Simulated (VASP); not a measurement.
# MoS2 in VASP: a series of runs, part 2 of 2

VASP 6.6.1. Earlier steps stand in the parts before.

**3. Single point, PBEsol**

Input file INCAR:

```
SYSTEM = MoS2
PREC = Accurate
ENCUT = 520
EDIFF = 1E-6
ISMEAR = 0
SIGMA = 0.02
LREAL = .False.
LASPH = .True.
NELM = 100
ALGO = Normal
ISIF = 2
LWAVE = .False.
LCHARG = .True.
GGA = PS
LELF = .True.
LVHAR = .True.
NBANDS = 20
```

Input file KPOINTS:

```
Automatic mesh
0
Gamma
  12 12 2
  0 0 0
```

Input file POSCAR:

```
MoS2
1.0
    3.1415002775      0.0000000000      0.0000000000
   -1.5707501387      2.7206190463      0.0000000000
    0.0000000000      0.0000000000     17.3373047485
Mo S
1 2
Direct
    0.0000000000      0.0000000000      0.0000000000
    0.3333333333      0.6666666667      0.0898690551
    0.3333333333      0.6666666667      0.9101309449
```

Potentials or basis: VASP PAW PBE potentials, release 64 (Mo_sv, S).

Run with:

```
$ cat potpaw_PBE.64/Mo_sv/POTCAR potpaw_PBE.64/S/POTCAR > POTCAR
$ mpirun -np 1 vasp_std > vasp.out
```

OUTCAR:

```text
SYSTEM = MoS2
   PREC = Accurate
   ENCUT = 520
   EDIFF = 1E-6
   ISMEAR = 0
   LREAL = .False.
   LASPH = .True.
   NELM = 100
   ISIF = 2
   GGA = PS

 ion  position               nearest neighbor table
   1  0.000  0.000  0.000-   2 2.39   3 2.39   2 2.39   3 2.39   2 2.39   3 2.39
   2  0.333  0.667  0.090-   1 2.39   1 2.39   1 2.39
   3  0.333  0.667  0.910-   1 2.39   1 2.39   1 2.39

  LATTYP: Found a hexagonal cell.
 ALAT       =     3.1415002775
 C/A-ratio  =     5.5187977772

  Lattice vectors:

 A1 = (   3.1415002775,   0.0000000000,   0.0000000000)
 A2 = (  -1.5707501387,   2.7206190463,   0.0000000000)
 A3 = (   0.0000000000,   0.0000000000,  17.3373047485)

Analysis of symmetry for initial positions (statically):
=====================================================================
 Subroutine PRICEL returns:
 Original cell was already a primitive cell.

 Routine SETGRP: Setting up the symmetry group for a
 hexagonal supercell.

 Subroutine GETGRP returns: Found 12 space group operations
 (whereof 12 operations were pure point group operations)
 out of a pool of 24 trial point group operations.

The static configuration has the point symmetry D_3h.

Analysis of symmetry for dynamics (positions and initial velocities):
=====================================================================
 Subroutine PRICEL returns:
 Original cell was already a primitive cell.

 Routine SETGRP: Setting up the symmetry group for a
 hexagonal supercell.

 Subroutine GETGRP returns: Found 12 space group operations
 (whereof 12 operations were pure point group operations)
 out of a pool of 24 trial point group operations.

The dynamic configuration has the point symmetry D_3h.

 Subroutine INISYM returns: Found 12 space group operations
 (whereof 12 operations are pure point group operations),
 and found     1 'primitive' translations

----------------------------------------------------------------------------------------

                                     Primitive cell

  volume of cell :     148.1789

  direct lattice vectors                    reciprocal lattice vectors
     3.141500278  0.000000000  0.000000000     0.318319246  0.183781702  0.000000000
    -1.570750139  2.720619046  0.000000000     0.000000000  0.367563405  0.000000000
     0.000000000  0.000000000 17.337304748     0.000000000  0.000000000  0.057679092

  length of vectors
     3.141500278  3.141500277 17.337304748     0.367563405  0.367563405  0.057679092

  position of ions in fractional coordinates (direct lattice)
     0.000000000  0.000000000  0.000000000
     0.333333333  0.666666667  0.089869055
     0.333333333  0.666666667  0.910130945

  ion indices of the primitive-cell ions
   primitive index   ion index
                 1           1
                 2           2
                 3           3

----------------------------------------------------------------------------------------

 KPOINTS: Automatic mesh

Automatic generation of k-mesh.
 Grid dimensions read from file:
 generate k-points for:   12   12    2

 Generating k-lattice:

  Cartesian coordinates                     Fractional coordinates (reciprocal lattice)
     0.026526604  0.015315142  0.000000000     0.083333333 -0.000000000  0.000000000
     0.000000000  0.030630284  0.000000000     0.000000000  0.083333333  0.000000000
     0.000000000  0.000000000  0.028839546     0.000000000  0.000000000  0.500000000

  Length of vectors
     0.030630284  0.030630284  0.028839546

  Shift w.r.t. Gamma in fractional coordinates (k-lattice)
     0.000000000  0.000000000  0.000000000

 Subroutine IBZKPT returns following result:
 ===========================================

 Found     38 irreducible k-points:

 Following reciprocal coordinates:
            Coordinates               Weight
  0.000000  0.000000  0.000000      1.000000
  0.083333  0.000000  0.000000      6.000000
  0.166667  0.000000  0.000000      6.000000
  0.250000  0.000000  0.000000      6.000000
  0.333333  0.000000  0.000000      6.000000
  0.416667  0.000000  0.000000      6.000000
[... 16 lines left out ...]
  0.250000  0.000000  0.500000      6.000000
  0.333333  0.000000  0.500000      6.000000
 [... further k-points ...]
   k-points           NKPTS =     38   k-points in BZ     NKDIM =     38   number of bands    NBANDS=     20
   number of dos      NEDOS =    301   number of ions     NIONS =      3
   total plane-waves  NPLWV =  80640
   dimension x,y,z NGX =    24 NGY =   24 NGZ =  140
   dimension x,y,z NGXF=    48 NGYF=   48 NGZF=  280
   ions per type =               1   2
   NGX,Y,Z   is equivalent  to a cutoff of  12.70, 12.70, 13.42 a.u.
   NGXF,Y,Z  is equivalent  to a cutoff of  25.40, 25.40, 26.85 a.u.
 SYSTEM =  MoS2
   PREC   = accura    normal or accurate (medium, high low for compatibility)
   ISTART =      0    job   : 0-new  1-cont  2-samecut
   ICHARG =      2    charge: 1-file 2-atom 10-const
   ISPIN  =      1    spin polarized calculation?
   LNONCOLLINEAR =      F non collinear calculations
   LSORBIT =      F    spin-orbit coupling
   LASPH  =      T    aspherical Exc in radial PAW
   ENCUT  =  520.0 eV  38.22 Ry    6.18 a.u.   5.84  5.84 32.24*2*pi/ulx,y,z
   NELM   =    100;   NELMIN=  2; NELMDL= -5     # of ELM steps
   EDIFF  = 0.1E-05   stopping-criterion for ELM
   LREAL  =      F    real-space projection
   EDIFFG = 0.1E-04   stopping-criterion for IOM
   NSW    =      0    number of steps for IOM
   IBRION =     -1    ionic relax: 0-MD 1-quasi-New 2-CG
   NFREE  =      0    steps in history (QN), initial steepest desc. (CG)
   ISIF   =      2    stress and relaxation
   ISYM   =      2    0-nonsym 1-usesym 2-fastsym
   POTIM  = 0.5000    time-step for ionic-motion
   TEBEG  =    0.0;   TEEND  =   0.0 temperature during run
   PSTRESS=    0.0 pullay stress
   NELECT =      26.0000    total number of electrons
   NUPDOWN=      -1.0000    fix difference up-down
   EMIN   =  10.00;   EMAX   =-10.00  energy-range for DOS
   EFERMI =   0.00;   METHOD = LEGACY
   ISMEAR =     0;   SIGMA  =   0.02  broadening in eV -4-tet -1-fermi 0-gaus
   EFERMI_NEDOS =   21; number of points for ismear=-14 and -15
   IALGO  =     38    algorithm
   IMIX   =      4    mixing-type and parameters
     AMIX     =   0.40;   BMIX     =  1.00
     AMIX_MAG =   1.60;   BMIX_MAG =  1.00
  volume/ion in A,a.u.               =      49.39       333.32
  Fermi-wavevector in a.u.,A,eV,Ry     =   0.916510  1.731952 11.428762  0.839990
  Thomas-Fermi vector in A             =   2.041373
   LORBIT       =      0    0 simple, 1 ext, 2 COOP (PROOUT), +10 PAW based schemes
   GGA     = PS    functional components
   LHFCALC =     F    Hartree Fock is set to
   AEXX    =    0.0000 exact exchange contribution
   IVDW    =     0    specifies the selected vdW correction
   LEPSILON=     F    determine dielectric tensor
   LRPA    =     F    only Hartree local field effects (RPA)
 non-spin polarized calculation
 Gauss-broadening in eV      SIGMA  =   0.02
  energy-cutoff  :      520.00
  volume of cell :      148.18
 maximum number of plane-waves:      4018
 NGX is ok and might be reduce to    24
   NGX = 11   NGY = 11   NGZ = 65

 number of electron      26.0000000 magnetization

 Free energy of the ion-electron system (eV)
  ---------------------------------------------------
  ext. energy  EPLUGINS =         0.00000000
  ---------------------------------------------------
  free energy    TOTEN  =       -23.42511692 eV

  energy without entropy =      -23.42511692  energy(sigma->0) =      -23.42511692

 E-fermi :  -1.2602     XC(G=0):  -4.4662

 val. band max:       -1.3587134851   @ k =   0.3333   0.3333   0.5000
 cond. band min:       0.4491308067   @ k =   0.3333   0.3333   0.0000
 fundamental gap:      1.8078442918
 Fermi energy:        -1.2601752114

 k-point     1 :       0.0000    0.0000    0.0000
  band No.  band energies     occupation
      1     -62.0572      2.00000
      2     -36.2687      2.00000
      3     -36.0058      2.00000
      4     -36.0058      2.00000
      5     -15.5767      2.00000
      6     -14.2154      2.00000
[... 12 lines left out ...]
     19       4.4127      0.00000
     20       4.9705      0.00000
[... 507 lines left out ...]
 k-point    24 :       0.3333    0.0000    0.5000
  band No.  band energies     occupation
      1     -62.0232      2.00000
      2     -36.3319      2.00000
      3     -36.2026      2.00000
      4     -36.0806      2.00000
      5     -14.1667      2.00000
      6     -13.6484      2.00000
[... 12 lines left out ...]
     19       6.1378      0.00000
     20       6.6319      0.00000

 [... further k-points ...]
[... 5 lines left out ...]
  --------------------------------------------------------------------------------------
  -------------------------------------------------------------------------------------
  Total       -0.0311928     -0.0311928     -0.0210953     -0.0000000      0.0000000      0.0000000
  in kB       -0.3372709     -0.3372709     -0.2280917     -0.0000000      0.0000000      0.0000000
  external PRESSURE =      -0.3008779 kB  Pullay stress =       0.0000000 kB

 VOLUME and BASIS-vectors are now :
 -----------------------------------------------------------------------------
  energy-cutoff  :      520.00
  volume of cell :      148.18
      direct lattice vectors                 reciprocal lattice vectors
     3.141500278  0.000000000  0.000000000     0.318319246  0.183781702  0.000000000
    -1.570750139  2.720619046  0.000000000     0.000000000  0.367563405  0.000000000
     0.000000000  0.000000000 17.337304748     0.000000000  0.000000000  0.057679092

 POSITION                                       TOTAL-FORCE (eV/Angst)
 -----------------------------------------------------------------------------------
      0.00000      0.00000      0.00000        -0.000000      0.000000      0.000000
     -0.00000      1.81375      1.55809         0.000000     -0.000000      0.000988
     -0.00000      1.81375     15.77922         0.000000     -0.000000     -0.000988
 -----------------------------------------------------------------------------------
    total drift:                                0.000000     -0.000000     -0.000000

  FREE ENERGIE OF THE ION-ELECTRON SYSTEM (eV)
  ---------------------------------------------------
  free  energy   TOTEN  =       -23.4251169250 eV

  energy  without entropy=      -23.4251169250  energy(sigma->0) =      -23.42511692
```

OSZICAR:

```text
N       E                     dE             d eps       ncg     rms          rms(c)
DAV:   1     0.165316314450E+03    0.16532E+03   -0.12357E+04  1896   0.108E+03
DAV:   2    -0.136623216545E+02   -0.17898E+03   -0.17477E+03  2052   0.258E+02
DAV:   3    -0.246957551611E+02   -0.11033E+02   -0.10929E+02  1956   0.563E+01
[... 14 lines left out ...]
DAV:  18    -0.234250837413E+02   -0.21297E-04   -0.87053E-07  1424   0.503E-03    0.264E-03
DAV:  19    -0.234251044473E+02   -0.20706E-04   -0.13736E-06  1500   0.411E-03    0.124E-03
DAV:  20    -0.234251142024E+02   -0.97550E-05   -0.54599E-07  1564   0.201E-03    0.844E-04
DAV:  21    -0.234251163031E+02   -0.21008E-05   -0.94076E-08  1340   0.846E-04    0.334E-04
DAV:  22    -0.234251169250E+02   -0.62186E-06   -0.24634E-08  1124   0.391E-04
   1 F= -.23425117E+02 E0= -.23425117E+02  d E =-.448604E-14
```

stdout:

```text
POSCAR found type information on POSCAR MoS
 POSCAR found :  2 types and       3 ions
 scaLAPACK will be used
 -----------------------------------------------------------------------------
|                                                                             |
|                                                                             |
|     You enforced a specific xc type in the INCAR file but a different       |
|     I HOPE YOU KNOW WHAT YOU ARE DOING!                                     |
|                                                                             |
 -----------------------------------------------------------------------------

 LDA part: xc-table for (Slater+PW92), standard interpolation
 POSCAR, INCAR and KPOINTS ok, starting setup
 FFT: planning ... GRIDC
 FFT: planning ... GRID_SOFT
 FFT: planning ... GRID
 WAVECAR not read
 entering main loop
```

It took 78 s on 1 thread of Intel Xeon Platinum 8559C (Emerald Rapids), shared host; peak memory 0.31 GiB.

Results:

- Free energy: -23.4251 eV
- Band gap on the k mesh: 1.81 eV

Levels at points of the mesh, in eV from the valence-band top:
```tsv
k point	band 11	band 12	band 13	band 14	band 15	band 16
(0.00, 0.00, 0.00)	-1.46	-1.46	-0.08	2.90	2.90	3.17
(0.50, 0.00, 0.00)	-1.93	-0.88	-0.66	2.41	2.92	3.97
(0.00, 0.00, 0.50)	-1.46	-1.46	-0.08	2.90	2.90	3.17
(0.50, 0.00, 0.50)	-1.93	-0.88	-0.66	2.41	2.92	3.97
```

Caveat: the PAW data sets were made with another functional, which shifts forces and pressure a little.
